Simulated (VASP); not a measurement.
# Be2H3Br (P-4m2) in VASP: notebook

The runs below take Be2H3Br through single point, relaxation of cell and atoms, with PBE.

Program: VASP 6.6.1. These are calculated values, not measurements. Logs are shortened: lines on timing, memory, paths and dates and some standing lists are left out, and cuts for length are marked.

**1. The cell of the first run**

Symmetry: P-4m2, No. 115, tetragonal system. Conventional cell: a = 3.368 Å, b = 3.368 Å, c = 4.905 Å, α = 90.00°, β = 90.00°, γ = 90.00°. Within 2.4 Å of Be (site symmetry 2mm) lie 4 H at 1.83 Å. H (site symmetry -4m2) has 4 Be at 1.83 Å and 4 H at 2.38 Å within 2.4 Å. Within 2.4 Å of H (site symmetry -4m2) lie 4 Be at 1.83 Å and 4 H at 2.38 Å. Within 3.1 Å of H (site symmetry -4m2) lie 4 Br at 2.38 Å and 4 Be at 2.41 Å and 2 H at 2.45 Å. Br (site symmetry -4m2) has 6 H at 2.38 to 2.45 Å and 4 Be at 2.41 Å within 3.1 Å.

**2. Single point, PBE**

INCAR reads:

```
ALGO     = Normal         # electronic algorithm
EDIFF    = 1E-6           # SCF threshold, eV
ENCUT    = 520            # plane-wave cutoff, eV
GGA      = PE             # functional
ISIF     = 2              # what is computed and relaxed
ISMEAR   = 0              # smearing method
LASPH    = True           # aspherical terms in the spheres
LCHARG   = False          # write CHGCAR
LREAL    = False          # projectors in reciprocal space
LWAVE    = False          # write WAVECAR
NBANDS   = 16             # bands
NELM     = 100            # most SCF steps
PREC     = Accurate       # precision mode
SIGMA    = 0.1            # smearing width, eV
```

KPOINTS reads:

```
k-points
0
Gamma
  12 12 8
```

POSCAR reads:

```
Be2H3Br
1.0
    3.3682550045      0.0000000000      0.0000000000
    0.0000000000      3.3682550045      0.0000000000
    0.0000000000      0.0000000000      4.9053519667
Be H Br
2 3 1
Direct
    0.5000000000      0.0000000000      0.6476421280
    0.0000000000      0.5000000000      0.3523578720
    0.5000000000      0.5000000000      0.5000000000
    0.0000000000      0.0000000000      0.5000000000
    0.5000000000      0.5000000000      0.0000000000
    0.0000000000      0.0000000000      0.0000000000
```

Potentials or basis: VASP PAW PBE potentials, release 64 (Be, H, Br).

Started as:

```bash
$ cat potpaw_PBE.64/Be/POTCAR potpaw_PBE.64/H/POTCAR potpaw_PBE.64/Br/POTCAR > POTCAR
$ mpirun -np 1 vasp_std > vasp.out
```

OUTCAR:

```text
EDIFF = 1E-6
   ENCUT = 520
   GGA = PE
   ISIF = 2
   ISMEAR = 0
   LASPH = True
   LREAL = False
   NELM = 100
   PREC = Accurate

 ion  position               nearest neighbor table
   1  0.500  0.000  0.648-   6 2.41   6 2.41
   2  0.000  0.500  0.352-   6 2.41   6 2.41
   3  0.500  0.500  0.500-
   4  0.000  0.000  0.500-
   5  0.500  0.500  0.000-
   6  0.000  0.000  0.000-   1 2.41   2 2.41   2 2.41   1 2.41

  LATTYP: Found a simple tetragonal cell.
 ALAT       =     3.3682550045
 C/A-ratio  =     1.4563481566

  Lattice vectors:

 A1 = (   3.3682550045,   0.0000000000,   0.0000000000)
 A2 = (   0.0000000000,   3.3682550045,   0.0000000000)
 A3 = (   0.0000000000,   0.0000000000,   4.9053519667)

Analysis of symmetry for initial positions (statically):
=====================================================================
 Subroutine PRICEL returns:
 Original cell was already a primitive cell.

 Routine SETGRP: Setting up the symmetry group for a
 simple tetragonal supercell.

 Subroutine GETGRP returns: Found  8 space group operations
 (whereof  8 operations were pure point group operations)
 out of a pool of 16 trial point group operations.

The static configuration has the point symmetry D_2d.

Analysis of symmetry for dynamics (positions and initial velocities):
=====================================================================
 Subroutine PRICEL returns:
 Original cell was already a primitive cell.

 Routine SETGRP: Setting up the symmetry group for a
 simple tetragonal supercell.

 Subroutine GETGRP returns: Found  8 space group operations
 (whereof  8 operations were pure point group operations)
 out of a pool of 16 trial point group operations.

The dynamic configuration has the point symmetry D_2d.

 Subroutine INISYM returns: Found  8 space group operations
 (whereof  8 operations are pure point group operations),
 and found     1 'primitive' translations

----------------------------------------------------------------------------------------

                                     Primitive cell

  volume of cell :      55.6519

  direct lattice vectors                    reciprocal lattice vectors
     3.368255004  0.000000000  0.000000000     0.296889635  0.000000000  0.000000000
     0.000000000  3.368255004  0.000000000     0.000000000  0.296889635  0.000000000
     0.000000000  0.000000000  4.905351967     0.000000000  0.000000000  0.203858970

  length of vectors
     3.368255004  3.368255004  4.905351967     0.296889635  0.296889635  0.203858970

  position of ions in fractional coordinates (direct lattice)
     0.500000000  0.000000000  0.647642128
     0.000000000  0.500000000  0.352357872
     0.500000000  0.500000000  0.500000000
     0.000000000  0.000000000  0.500000000
     0.500000000  0.500000000  0.000000000
     0.000000000  0.000000000  0.000000000

  ion indices of the primitive-cell ions
   primitive index   ion index
                 1           1
                 2           2
                 3           3
                 4           4
                 5           5
                 6           6

----------------------------------------------------------------------------------------

 KPOINTS: k-points

Automatic generation of k-mesh.
 Grid dimensions read from file:
 generate k-points for:   12   12    8

 Generating k-lattice:

  Cartesian coordinates                     Fractional coordinates (reciprocal lattice)
     0.024740803  0.000000000  0.000000000     0.083333333  0.000000000  0.000000000
     0.000000000  0.024740803  0.000000000     0.000000000  0.083333333  0.000000000
     0.000000000  0.000000000  0.025482371     0.000000000  0.000000000  0.125000000

  Length of vectors
     0.024740803  0.024740803  0.025482371

  Shift w.r.t. Gamma in fractional coordinates (k-lattice)
     0.000000000  0.000000000  0.000000000

 Subroutine IBZKPT returns following result:
 ===========================================

 Found    140 irreducible k-points:

 Following reciprocal coordinates:
            Coordinates               Weight
  0.000000  0.000000  0.000000      1.000000
  0.083333  0.000000  0.000000      4.000000
  0.166667  0.000000  0.000000      4.000000
  0.250000  0.000000  0.000000      4.000000
  0.333333  0.000000  0.000000      4.000000
  0.416667  0.000000  0.000000      4.000000
[... 16 lines left out ...]
  0.333333  0.333333  0.000000      4.000000
  0.416667  0.333333  0.000000      8.000000
 [... further k-points ...]
   k-points           NKPTS =    140   k-points in BZ     NKDIM =    140   number of bands    NBANDS=     16
   number of dos      NEDOS =    301   number of ions     NIONS =      6
   total plane-waves  NPLWV =  28224
   dimension x,y,z NGX =    28 NGY =   28 NGZ =   36
   dimension x,y,z NGXF=    56 NGYF=   56 NGZF=   72
   ions per type =               2   3   1
   NGX,Y,Z   is equivalent  to a cutoff of  13.82, 13.82, 12.20 a.u.
   NGXF,Y,Z  is equivalent  to a cutoff of  27.64, 27.64, 24.40 a.u.
 SYSTEM =  unknown system
   PREC   = accura    normal or accurate (medium, high low for compatibility)
   ISTART =      0    job   : 0-new  1-cont  2-samecut
   ICHARG =      2    charge: 1-file 2-atom 10-const
   ISPIN  =      1    spin polarized calculation?
   LNONCOLLINEAR =      F non collinear calculations
   LSORBIT =      F    spin-orbit coupling
   LASPH  =      T    aspherical Exc in radial PAW
   ENCUT  =  520.0 eV  38.22 Ry    6.18 a.u.   6.26  6.26  9.12*2*pi/ulx,y,z
   NELM   =    100;   NELMIN=  2; NELMDL= -5     # of ELM steps
   EDIFF  = 0.1E-05   stopping-criterion for ELM
   LREAL  =      F    real-space projection
   EDIFFG = 0.1E-04   stopping-criterion for IOM
   NSW    =      0    number of steps for IOM
   IBRION =     -1    ionic relax: 0-MD 1-quasi-New 2-CG
   NFREE  =      0    steps in history (QN), initial steepest desc. (CG)
   ISIF   =      2    stress and relaxation
   ISYM   =      2    0-nonsym 1-usesym 2-fastsym
   POTIM  = 0.5000    time-step for ionic-motion
   TEBEG  =    0.0;   TEEND  =   0.0 temperature during run
   PSTRESS=    0.0 pullay stress
   NELECT =      14.0000    total number of electrons
   NUPDOWN=      -1.0000    fix difference up-down
   EMIN   =  10.00;   EMAX   =-10.00  energy-range for DOS
   EFERMI =   0.00;   METHOD = LEGACY
   ISMEAR =     0;   SIGMA  =   0.10  broadening in eV -4-tet -1-fermi 0-gaus
   EFERMI_NEDOS =   21; number of points for ismear=-14 and -15
   IALGO  =     38    algorithm
   IMIX   =      4    mixing-type and parameters
     AMIX     =   0.40;   BMIX     =  1.00
     AMIX_MAG =   1.60;   BMIX_MAG =  1.00
  volume/ion in A,a.u.               =       9.28        62.59
  Fermi-wavevector in a.u.,A,eV,Ry     =   1.033453  1.952943 14.531369  1.068025
  Thomas-Fermi vector in A             =   2.167701
   LORBIT       =      0    0 simple, 1 ext, 2 COOP (PROOUT), +10 PAW based schemes
   GGA     = PE    functional components
   LHFCALC =     F    Hartree Fock is set to
   AEXX    =    0.0000 exact exchange contribution
   IVDW    =     0    specifies the selected vdW correction
   LEPSILON=     F    determine dielectric tensor
   LRPA    =     F    only Hartree local field effects (RPA)
 non-spin polarized calculation
 Gauss-broadening in eV      SIGMA  =   0.10
  energy-cutoff  :      520.00
  volume of cell :       55.65
 maximum number of plane-waves:      1514
 NGX is ok and might be reduce to    28
   NGX = 13   NGY = 13   NGZ = 19

 number of electron      13.9999999 magnetization

 Free energy of the ion-electron system (eV)
  ---------------------------------------------------
  ext. energy  EPLUGINS =         0.00000000
  ---------------------------------------------------
  free energy    TOTEN  =       -15.31677134 eV

  energy without entropy =      -15.30875805  energy(sigma->0) =      -15.31276470

 E-fermi :   4.8551     XC(G=0):  -9.7530

 val. band max:        4.8378532029   @ k =   0.4167   0.0833   0.0000
 cond. band min:       4.8603216180   @ k =   0.2500   0.0833   0.0000
 fundamental gap:      0.0224684151
 Fermi energy:         4.8551491548

 k-point     1 :       0.0000    0.0000    0.0000
  band No.  band energies     occupation
      1     -13.1013      2.00000
      2      -4.6169      2.00000
      3      -2.4784      2.00000
      4       0.7658      2.00000
      5       0.7658      2.00000
      6       1.6483      2.00000
[... 8 lines left out ...]
     15      11.6829      0.00000
     16      16.5472      0.00000

 k-point     2 :       0.0833    0.0000    0.0000
  band No.  band energies     occupation
      1     -13.0613      2.00000
      2      -4.5584      2.00000
      3      -2.4320      2.00000
      4      -0.0728      2.00000
      5       0.8033      2.00000
      6       2.2723      2.00000
[... 8 lines left out ...]
     15      11.8677      0.00000
     16      15.7585      0.00000

 k-point     3 :       0.1667    0.0000    0.0000
  band No.  band energies     occupation
      1     -12.9480      2.00000
      2      -4.3955      2.00000
      3      -2.3023      2.00000
      4      -1.1930      2.00000
      5       0.9087      2.00000
      6       2.2551      2.00000
[... 8 lines left out ...]
     15      12.3237      0.00000
     16      14.7008      0.00000

 k-point     4 :       0.2500    0.0000    0.0000
  band No.  band energies     occupation
      1     -12.7830      2.00000
      2      -4.1899      2.00000
      3      -2.2325      2.00000
      4      -1.9941      2.00000
      5       1.0610      2.00000
      6       1.3539      2.00000
[... 8 lines left out ...]
     15      12.7777      0.00000
     16      14.2193      0.00000
[... 324 lines left out ...]
 k-point    22 :       0.5000    0.2500    0.0000
  band No.  band energies     occupation
      1     -12.1507      2.00000
      2      -3.8209      2.00000
      3      -1.6704      2.00000
      4      -1.2753      2.00000
      5      -1.0109      2.00000
      6      -0.5704      2.00000
[... 8 lines left out ...]
     15      14.6440      0.00000
     16      16.3646      0.00000

 k-point    23 :       0.3333    0.3333    0.0000
  band No.  band energies     occupation
      1     -12.1749      2.00000
      2      -3.3865      2.00000
      3      -1.7842      2.00000
      4      -1.7458      2.00000
      5      -1.1191      2.00000
      6      -0.2008      2.00000
[... 8 lines left out ...]
     15      15.3839      0.00000
     16      15.5969      0.00000

 k-point    24 :       0.4167    0.3333    0.0000
  band No.  band energies     occupation
      1     -12.0559      2.00000
      2      -3.3041      2.00000
      3      -1.7821      2.00000
      4      -1.5066      2.00000
      5      -1.0030      2.00000
      6      -0.7116      2.00000
[... 8 lines left out ...]
     15      15.7665      0.00000
     16      16.4222      0.00000

 [... further k-points ...]
[... 5 lines left out ...]
  --------------------------------------------------------------------------------------
  -------------------------------------------------------------------------------------
  Total       -0.0169328     -0.0169328     -0.0139684      0.0000000      0.0000000     -0.0000000
  in kB       -0.4874826     -0.4874826     -0.4021410      0.0000000      0.0000000     -0.0000000
  external PRESSURE =      -0.4590354 kB  Pullay stress =       0.0000000 kB

 VOLUME and BASIS-vectors are now :
 -----------------------------------------------------------------------------
  energy-cutoff  :      520.00
  volume of cell :       55.65
      direct lattice vectors                 reciprocal lattice vectors
     3.368255004  0.000000000  0.000000000     0.296889635  0.000000000  0.000000000
     0.000000000  3.368255004  0.000000000     0.000000000  0.296889635  0.000000000
     0.000000000  0.000000000  4.905351967     0.000000000  0.000000000  0.203858970

 POSITION                                       TOTAL-FORCE (eV/Angst)
 -----------------------------------------------------------------------------------
      1.68413      0.00000      3.17691        -0.000000      0.000000     -0.000149
      0.00000      1.68413      1.72844        -0.000000      0.000000      0.000149
      1.68413      1.68413      2.45268        -0.000000      0.000000      0.000000
      0.00000      0.00000      2.45268        -0.000000      0.000000      0.000000
      1.68413      1.68413      0.00000         0.000000      0.000000      0.000000
      0.00000      0.00000      0.00000        -0.000000     -0.000000      0.000000
 -----------------------------------------------------------------------------------
    total drift:                                0.000000      0.000000     -0.000000

  FREE ENERGIE OF THE ION-ELECTRON SYSTEM (eV)
  ---------------------------------------------------
  free  energy   TOTEN  =       -15.3167713411 eV

  energy  without entropy=      -15.3087580489  energy(sigma->0) =      -15.31276470
```

Wall time 44 s (1 thread of Intel Xeon 6975P-C (Granite Rapids), shared host); peak memory 0.26 GiB.

Results:

* Free energy: -15.3168 eV
* Pressure: 0.0 GPa
* Band gap on the k mesh: zero (band 7 reaches 5.98 eV, above the bottom of band 8 at 3.43 eV)

(Part 1 of 2 ends here.)
